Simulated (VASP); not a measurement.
# Pb2O (Pn-3m) in VASP: further runs, part 3 of 3

VASP 6.6.1.

## (5) Relaxation of cell and atoms, PBEsol, target pressure 10 GPa, at which the enthalpy is minimised

This run uses another cell than the first one, of 25.95 Å³/atom.

Contents of INCAR:

```
SYSTEM = Pb2O
PREC = Accurate ; ENCUT = 600
EDIFF = 1E-6 ; ISMEAR = -1
SIGMA = 0.15 ; LREAL = .FALSE.
LASPH = .TRUE. ; NELM = 80
ALGO = Normal ; ISIF = 3
LWAVE = .FALSE. ; LCHARG = .FALSE.
GGA = PS ; IBRION = 2
NSW = 100 ; EDIFFG = -0.05
PSTRESS = 100.0
```

Contents of KPOINTS:

```
Automatic mesh
0
G
  4 4 4
  0 0 0
```

Contents of POSCAR:

```
Pb2O
1.0
    5.3800000000      0.0000000000      0.0000000000
    0.0000000000      5.3800000000      0.0000000000
    0.0000000000      0.0000000000      5.3800000000
Pb O
4 2
Direct
    0.2500000000      0.2500000000      0.2500000000
    0.7500000000      0.7500000000      0.2500000000
    0.2500000000      0.7500000000      0.7500000000
    0.7500000000      0.2500000000      0.7500000000
    0.0000000000      0.0000000000      0.0000000000
    0.5000000000      0.5000000000      0.5000000000
```

Potentials or basis: VASP PAW PBE potentials, release 64 (Pb_d, O).

Run with:

```console
$ cat potpaw_PBE.64/Pb_d/POTCAR potpaw_PBE.64/O/POTCAR > POTCAR
$ mpirun -np 1 vasp_std > vasp.out
```

OUTCAR:

```text
SYSTEM = Pb2O
   PREC = Accurate
   ENCUT = 600
   EDIFF = 1E-6
   ISMEAR = -1
   LREAL = .FALSE.
   LASPH = .TRUE.
   NELM = 80
   ISIF = 3
   GGA = PS
   IBRION = 2
   NSW = 100
   EDIFFG = -0.05
   PSTRESS = 100.0

 ion  position               nearest neighbor table
   1  0.250  0.250  0.250-   5 2.33   6 2.33   4 3.80   2 3.80   3 3.80   3 3.80   4 3.80   2 3.80
                             3 3.80   3 3.80   2 3.80   4 3.80   4 3.80   2 3.80
   2  0.750  0.750  0.250-   5 2.33   6 2.33   4 3.80   1 3.80   3 3.80   3 3.80   4 3.80   1 3.80
                             4 3.80   4 3.80   1 3.80   3 3.80   3 3.80   1 3.80
   3  0.250  0.750  0.750-   5 2.33   6 2.33   4 3.80   1 3.80   2 3.80   1 3.80   2 3.80   1 3.80
                             4 3.80   1 3.80   2 3.80   4 3.80   2 3.80   4 3.80
   4  0.750  0.250  0.750-   5 2.33   6 2.33   3 3.80   1 3.80   2 3.80   1 3.80   2 3.80   2 3.80
                             3 3.80   2 3.80   1 3.80   3 3.80   1 3.80   3 3.80
   5  0.000  0.000  0.000-   1 2.33   2 2.33   3 2.33   4 2.33
   6  0.500  0.500  0.500-   1 2.33   2 2.33   3 2.33   4 2.33

  LATTYP: Found a simple cubic cell.
 ALAT       =     5.3800000000

  Lattice vectors:

 A1 = (   5.3800000000,   0.0000000000,   0.0000000000)
 A2 = (   0.0000000000,   5.3800000000,   0.0000000000)
 A3 = (   0.0000000000,   0.0000000000,   5.3800000000)

Analysis of symmetry for initial positions (statically):
=====================================================================
 Subroutine PRICEL returns:
 Original cell was already a primitive cell.

 Routine SETGRP: Setting up the symmetry group for a
 simple cubic supercell.

 Subroutine GETGRP returns: Found 48 space group operations
 (whereof 24 operations were pure point group operations)
 out of a pool of 48 trial point group operations.

The static configuration has the point symmetry T_d .
 The point group associated with its full space group is O_h .

Analysis of symmetry for dynamics (positions and initial velocities):
=====================================================================
 Subroutine PRICEL returns:
 Original cell was already a primitive cell.

 Routine SETGRP: Setting up the symmetry group for a
 simple cubic supercell.

 Subroutine GETGRP returns: Found 48 space group operations
 (whereof 24 operations were pure point group operations)
 out of a pool of 48 trial point group operations.

The dynamic configuration has the point symmetry T_d .
 The point group associated with its full space group is O_h .

 Subroutine INISYM returns: Found 48 space group operations
 (whereof 24 operations are pure point group operations),
 and found     1 'primitive' translations

----------------------------------------------------------------------------------------

                                     Primitive cell

  volume of cell :     155.7209

  direct lattice vectors                    reciprocal lattice vectors
     5.380000000  0.000000000  0.000000000     0.185873606  0.000000000  0.000000000
     0.000000000  5.380000000  0.000000000     0.000000000  0.185873606  0.000000000
     0.000000000  0.000000000  5.380000000     0.000000000  0.000000000  0.185873606

  length of vectors
     5.380000000  5.380000000  5.380000000     0.185873606  0.185873606  0.185873606

  position of ions in fractional coordinates (direct lattice)
     0.250000000  0.250000000  0.250000000
     0.750000000  0.750000000  0.250000000
     0.250000000  0.750000000  0.750000000
     0.750000000  0.250000000  0.750000000
     0.000000000  0.000000000  0.000000000
     0.500000000  0.500000000  0.500000000

  ion indices of the primitive-cell ions
   primitive index   ion index
                 1           1
                 2           2
                 3           3
                 4           4
                 5           5
                 6           6

----------------------------------------------------------------------------------------

 KPOINTS: Automatic mesh

Automatic generation of k-mesh.
 Grid dimensions read from file:
 generate k-points for:    4    4    4

 Generating k-lattice:

  Cartesian coordinates                     Fractional coordinates (reciprocal lattice)
     0.046468401  0.000000000  0.000000000     0.250000000  0.000000000  0.000000000
     0.000000000  0.046468401  0.000000000     0.000000000  0.250000000  0.000000000
     0.000000000  0.000000000  0.046468401     0.000000000  0.000000000  0.250000000

  Length of vectors
     0.046468401  0.046468401  0.046468401

  Shift w.r.t. Gamma in fractional coordinates (k-lattice)
     0.000000000  0.000000000  0.000000000

 Subroutine IBZKPT returns following result:
 ===========================================

 Found     10 irreducible k-points:

 Following reciprocal coordinates:
            Coordinates               Weight
  0.000000  0.000000  0.000000      1.000000
  0.250000  0.000000  0.000000      6.000000
  0.500000  0.000000  0.000000      3.000000
  0.250000  0.250000  0.000000     12.000000
  0.500000  0.250000  0.000000     12.000000
  0.500000  0.500000  0.000000      3.000000
  0.250000  0.250000  0.250000      8.000000
  0.500000  0.250000  0.250000     12.000000
  0.500000  0.500000  0.250000      6.000000
  0.500000  0.500000  0.500000      1.000000
   k-points           NKPTS =     10   k-points in BZ     NKDIM =     10   number of bands    NBANDS=     40
   number of dos      NEDOS =    301   number of ions     NIONS =      6
   total plane-waves  NPLWV = 110592
   dimension x,y,z NGX =    48 NGY =   48 NGZ =   48
   dimension x,y,z NGXF=    96 NGYF=   96 NGZF=   96
   ions per type =               4   2
   NGX,Y,Z   is equivalent  to a cutoff of  14.83, 14.83, 14.83 a.u.
   NGXF,Y,Z  is equivalent  to a cutoff of  29.66, 29.66, 29.66 a.u.
 SYSTEM =  Pb2O
   PREC   = accura    normal or accurate (medium, high low for compatibility)
   ISTART =      0    job   : 0-new  1-cont  2-samecut
   ICHARG =      2    charge: 1-file 2-atom 10-const
   ISPIN  =      1    spin polarized calculation?
   LNONCOLLINEAR =      F non collinear calculations
   LSORBIT =      F    spin-orbit coupling
   LASPH  =      T    aspherical Exc in radial PAW
   ENCUT  =  600.0 eV  44.10 Ry    6.64 a.u.  10.75 10.75 10.75*2*pi/ulx,y,z
   NELM   =     80;   NELMIN=  2; NELMDL= -5     # of ELM steps
   EDIFF  = 0.1E-05   stopping-criterion for ELM
   LREAL  =      F    real-space projection
   EDIFFG = -.5E-01   stopping-criterion for IOM
   NSW    =    100    number of steps for IOM
   IBRION =      2    ionic relax: 0-MD 1-quasi-New 2-CG
   NFREE  =      1    steps in history (QN), initial steepest desc. (CG)
   ISIF   =      3    stress and relaxation
   ISYM   =      2    0-nonsym 1-usesym 2-fastsym
   POTIM  = 0.5000    time-step for ionic-motion
   TEBEG  =    0.0;   TEEND  =   0.0 temperature during run
   PSTRESS=  100.0 pullay stress
   NELECT =      68.0000    total number of electrons
   NUPDOWN=      -1.0000    fix difference up-down
   EMIN   =  10.00;   EMAX   =-10.00  energy-range for DOS
   EFERMI =   0.00;   METHOD = LEGACY
   ISMEAR =    -1;   SIGMA  =   0.15  broadening in eV -4-tet -1-fermi 0-gaus
   EFERMI_NEDOS =   21; number of points for ismear=-14 and -15
   IALGO  =     38    algorithm
   IMIX   =      4    mixing-type and parameters
     AMIX     =   0.40;   BMIX     =  1.00
     AMIX_MAG =   1.60;   BMIX_MAG =  1.00
  volume/ion in A,a.u.               =      25.95       175.14
  Fermi-wavevector in a.u.,A,eV,Ry     =   1.242021  2.347079 20.988559  1.542616
  Thomas-Fermi vector in A             =   2.376393
   LORBIT       =      0    0 simple, 1 ext, 2 COOP (PROOUT), +10 PAW based schemes
   GGA     = PS    functional components
   LHFCALC =     F    Hartree Fock is set to
   AEXX    =    0.0000 exact exchange contribution
   IVDW    =     0    specifies the selected vdW correction
   LEPSILON=     F    determine dielectric tensor
   LRPA    =     F    only Hartree local field effects (RPA)
 conjugate gradient relaxation of ions
 non-spin polarized calculation
  energy-cutoff  :      600.00
  volume of cell :      155.72
 maximum number of plane-waves:      5232
 NGX is ok and might be reduce to    48
   NGX = 21   NGY = 21   NGZ = 21

--------------------------------------- Ionic step        1  -------------------------------------------

 number of electron      67.9999994 magnetization

 Free energy of the ion-electron system (eV)
  ---------------------------------------------------
  ext. energy  EPLUGINS =         0.00000000
  ---------------------------------------------------
  free energy    TOTEN  =       -28.76013034 eV

  energy without entropy =      -28.63153800  energy(sigma->0) =      -28.69583417

 E-fermi :   4.8635     XC(G=0):  -9.7235

 val. band max:        4.7066364299   @ k =   0.5000   0.5000   0.2500
 cond. band min:       5.4380882317   @ k =   0.5000   0.2500   0.2500
 fundamental gap:      0.7314518018
 Fermi energy:         4.8634701067

 k-point     1 :       0.0000    0.0000    0.0000
  band No.  band energies     occupation
      1     -13.6821      2.00000
      2     -12.5093      2.00000
      3     -11.5804      2.00000
      4     -11.5804      2.00000
      5     -11.5260      2.00000
      6     -11.5260      2.00000
[... 500 lines left out ...]
  enthalpy is  TOTEN    =       -19.2167854943 eV   P V=        7.6068296773

--------------------------------------- Ionic step        3  -------------------------------------------

 number of electron      68.0000004 magnetization

 Free energy of the ion-electron system (eV)
  ---------------------------------------------------
  ext. energy  EPLUGINS =         0.00000000
  ---------------------------------------------------
  free energy    TOTEN  =       -28.23203947 eV

  energy without entropy =      -28.11969987  energy(sigma->0) =      -28.17586967

 E-fermi :   6.1431     XC(G=0): -10.3738

 val. band max:        6.0631947218   @ k =   0.5000   0.5000   0.2500
 cond. band min:       6.8039915309   @ k =   0.2500   0.2500   0.0000
 fundamental gap:      0.7407968090
 Fermi energy:         6.1430955135

 k-point     1 :       0.0000    0.0000    0.0000
  band No.  band energies     occupation
      1     -13.2962      2.00000
      2     -11.9342      2.00000
      3     -10.2452      2.00000
      4     -10.2452      2.00000
      5     -10.1861      2.00000
      6     -10.1861      2.00000
[... 452 lines left out ...]
  FREE ENERGIE OF THE ION-ELECTRON SYSTEM (eV)
  ---------------------------------------------------
  free  energy   TOTEN  =       -28.2320394701 eV

  energy  without entropy=      -28.1196998718  energy(sigma->0) =      -28.17586967

  enthalpy is  TOTEN    =       -19.7319270635 eV   P V=        8.5001124065

 reached required accuracy - stopping structural energy minimisation
```

Wall time 10 min (1 thread of Intel Xeon 8259CL, shared host); peak memory 0.33 GiB.

What came out:

- Free energy: -28.2320 eV
- Relaxed volume: 22.70 Å³/atom
- Relaxed cell: a = 5.145 Å, b = 5.145 Å, c = 5.145 Å, α = 90.00°, β = 90.00°, γ = 90.00°
- Space group after relaxing (to 0.1 Å): Pn-3m (No. 224)
- Energy change on relaxing (the run minimises the enthalpy): +88.0 meV/atom
- Ionic steps: 3
- Pressure after relaxing: 9.8 GPa
- Band gap on the k mesh: zero (bands 34 and 35 overlap by 0.57 eV)

Step by step:
| step | energy change (eV) | largest force (eV/Å) | pressure (GPa) | volume (Å³) |
| --- | --- | --- | --- | --- |
| 1 | 0.0000 | 0.0000 | -0.04 | 155.72 |
| 2 | 1.9365 | 0.0000 | 22.87 | 121.87 |
| 3 | 0.5281 | 0.0000 | 9.79 | 136.19 |

Final structure:
```xyz
6
Lattice="5.1449 0.0000 0.0000 0.0000 5.1449 0.0000 0.0000 0.0000 5.1449" Properties=species:S:1:pos:R:3 pbc="T T T"
Pb    1.2862    1.2862    1.2862
Pb    3.8587    3.8587    1.2862
Pb    1.2862    3.8587    3.8587
Pb    3.8587    1.2862    3.8587
O     0.0000    0.0000    0.0000
O     2.5725    2.5725    2.5725
```

Levels at points of the mesh, in eV from the Fermi level:
```csv
k point,band 31,band 32,band 33,band 34,band 35,band 36,band 37,band 38
"(0.00, 0.00, 0.00)",-2.46,-0.27,-0.27,-0.27,2.34,2.34,2.34,3.06
"(0.50, 0.00, 0.00)",-0.84,-0.84,-0.76,-0.76,1.35,1.35,2.07,2.07
"(0.50, 0.50, 0.00)",-1.12,-1.12,-0.21,-0.21,1.83,1.83,2.13,2.13
"(0.50, 0.50, 0.50)",-1.11,-1.11,-0.79,-0.79,-0.79,1.41,5.25,5.25
```

Caveat: the cell is relaxed towards a set pressure, so the run minimises the enthalpy, not the energy; semilocal functionals underestimate gaps, and a narrow one can read as zero; the PAW data sets were made with another functional, which shifts forces and pressure a little; spin-orbit coupling is left out, which moves the levels of the heavy elements.

## (6) Relaxation of cell and atoms, PBEsol, target pressure 20 GPa, at which the enthalpy is minimised

This run uses another cell than the first one, of 25.95 Å³/atom.

Contents of INCAR:

```
SYSTEM = Pb2O
PREC = Accurate
ENCUT = 600
EDIFF = 1E-6
ISMEAR = -1
SIGMA = 0.15
LREAL = .False.
LASPH = .True.
NELM = 100
ALGO = Normal
ISIF = 3
LWAVE = .False.
LCHARG = .False.
GGA = PS
IBRION = 2
NSW = 100
EDIFFG = -0.05
PSTRESS = 200.0
```

Contents of KPOINTS:

```
Automatic mesh
0
Gamma
  4 4 4
  0 0 0
```

POSCAR is that of step 5.

Potentials or basis: VASP PAW PBE potentials, release 64 (Pb_d, O).

Run with:

```console
$ cat potpaw_PBE.64/Pb_d/POTCAR potpaw_PBE.64/O/POTCAR > POTCAR
$ mpirun -np 1 vasp_std > vasp.out
```

Run time: 13 min. Hardware: 1 thread of Intel Xeon 8259CL, shared host; peak memory 0.34 GiB.

The run converged. Its results:

| Quantity | Value |
| --- | --- |
| Free energy | -27.1589 eV |
| Relaxed volume | 20.73 Å³/atom |
| Relaxed cell | a = 4.992 Å, b = 4.992 Å, c = 4.992 Å, α = 90.00°, β = 90.00°, γ = 90.00° |
| Space group after relaxing (to 0.1 Å) | Pn-3m (No. 224) |
| Energy change on relaxing (the run minimises the enthalpy) | +266.9 meV/atom |
| Ionic steps | 5 |
| Pressure after relaxing | 20.1 GPa |
| Band gap on the k mesh | zero (bands 34 and 35 overlap by 0.70 eV) |

Step by step:
```
step  energy change (eV)  largest force (eV/Å)  pressure (GPa)  volume (Å³)
   1              0.0000                0.0000           -0.04       155.72
   2             10.5660                0.0000           86.93        93.42
   3              1.3643                0.0000           17.97       126.38
   4              1.5310                0.0000           19.44       124.95
   5              1.6013                0.0000           20.05       124.38
```

Final structure:
```
Pb O
1.0
     4.99173    0.00000    0.00000
     0.00000    4.99173    0.00000
     0.00000    0.00000    4.99173
Pb O
4 2
Cartesian
  1.2479 1.2479 1.2479
  3.7438 3.7438 1.2479
  1.2479 3.7438 3.7438
  3.7438 1.2479 3.7438
  0.0000 0.0000 0.0000
  2.4959 2.4959 2.4959
```

Levels at points of the mesh, in eV from the Fermi level:
```csv
k point,band 32,band 33,band 34,band 35,band 36,band 37
"(0.00, 0.00, 0.00)",-0.07,-0.07,-0.07,2.44,2.44,2.44
"(0.50, 0.00, 0.00)",-0.94,-0.75,-0.75,1.55,1.55,2.10
"(0.50, 0.50, 0.00)",-1.06,-0.32,-0.32,2.11,2.11,2.20
"(0.50, 0.50, 0.50)",-1.36,-0.77,-0.77,-0.77,1.42,5.64
```

Caveat: the cell is relaxed towards a set pressure, so the run minimises the enthalpy, not the energy; the volume moved by over 15 % at a fixed basis, so the end points are rough; semilocal functionals underestimate gaps, and a narrow one can read as zero; the PAW data sets were made with another functional, which shifts forces and pressure a little; spin-orbit coupling is left out, which moves the levels of the heavy elements.

## (7) The runs side by side

```csv
task,cell,cutoff (eV),gap on the mesh (eV),pressure (GPa)
single point,"a = 5.140 Å, 6 atoms",520,none,10.1
single point,"a = 5.377 Å, 6 atoms",520,none,0.0
relaxation of cell and atoms,"relaxed from a = 5.380 Å, 6 atoms",600,none,0.0
relaxation of cell and atoms,"relaxed to 10 GPa from a = 5.380 Å, 6 atoms",600,none,9.8
relaxation of cell and atoms,"relaxed to 20 GPa from a = 5.380 Å, 6 atoms",600,none,20.1
```

Alike in all rows: level PBEsol; potentials or basis VASP PAW PBE potentials, release 64 (Pb_d, O); no spin polarisation; k mesh 4 × 4 × 4; smearing fermi-dirac 0.15 eV.

Caveats: semilocal functionals underestimate gaps, and a narrow one can read as zero; the PAW data sets were made with another functional, which shifts forces and pressure a little; spin-orbit coupling is left out, which moves the levels of the heavy elements; the cell is relaxed towards a set pressure, so the run minimises the enthalpy, not the energy (at least some runs); the cell stands under pressure (at least some runs); the relaxation stopped at its first step, so nothing moved (at least some runs); the volume moved by over 15 % at a fixed basis, so the end points are rough (at least some runs).

Absolute energies hang on the potentials; compare differences alone.

The gap in the log of VASP goes by the Fermi energy; the results here count the filled bands.